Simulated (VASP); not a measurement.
Wanted: the native input for a VASP 6.6.1 run.

```
Task                   : relaxation of cell and atoms
Functional             : LDA
Potentials or basis    : VASP PAW LDA potentials, release 64 (Sb)
Cutoff                 : 500 eV
k mesh                 : 5 × 5 × 5
Occupations            : fermi-dirac, width 0.02 eV
Spin                   : no spin polarisation
Dipole correction      : no
Further INCAR settings : ALGO = Normal; EDIFF = 1e-07; IBRION = 2; EDIFFG = -0.03; NSW = 80; ISIF = 3
```

The structure of Sb lies in POSCAR:

```
Sb
1.0
    2.1542000000      1.2437279500      3.7580000000
   -2.1542000000      1.2437279500      3.7580000000
    0.0000000000     -2.4874559000      3.7580000000
Sb
2
Direct
    0.2334900000      0.2334900000      0.2334900000
    0.7665100000      0.7665100000      0.7665100000
```

The input as run:

INCAR

```
PREC = Accurate
ENCUT = 500
EDIFF = 1E-7
ISMEAR = -1
SIGMA = 0.02
LREAL = F
LASPH = T
NELM = 120
ALGO = Normal
ISIF = 3
LWAVE = F
LCHARG = F
GGA = CA
IBRION = 2
NSW = 80
EDIFFG = -0.03
GGA_COMPAT = F
NELMIN = 4
```

KPOINTS

```
regular mesh
0
Gamma
  5 5 5
```

Potentials or basis: VASP PAW LDA potentials, release 64 (Sb).

The run is started by

```bash
$ cat potpaw_LDA.64/Sb/POTCAR > POTCAR
$ mpirun -np 1 vasp_std > vasp.out
```

It gave:

- Relaxed volume: 29.51 Å³/atom
- Relaxed cell: a = 4.423 Å, b = 4.423 Å, c = 4.423 Å, α = 58.45°, β = 58.45°, γ = 58.45°
- Space group after relaxing (to 0.1 Å): R-3m (No. 166)
- Energy gained by relaxing: 4.3 meV/atom
- Ionic steps: 6
- Pressure after relaxing: 0.0 GPa
- Largest force after relaxing: 0.019 eV/Å

Run time: 30 s on 1 thread of Intel(R) Xeon(R) Platinum 8259CL CPU @ 2.50GHz (Skylake/Cascade Lake) (shared host), peak memory 0.17 GiB.
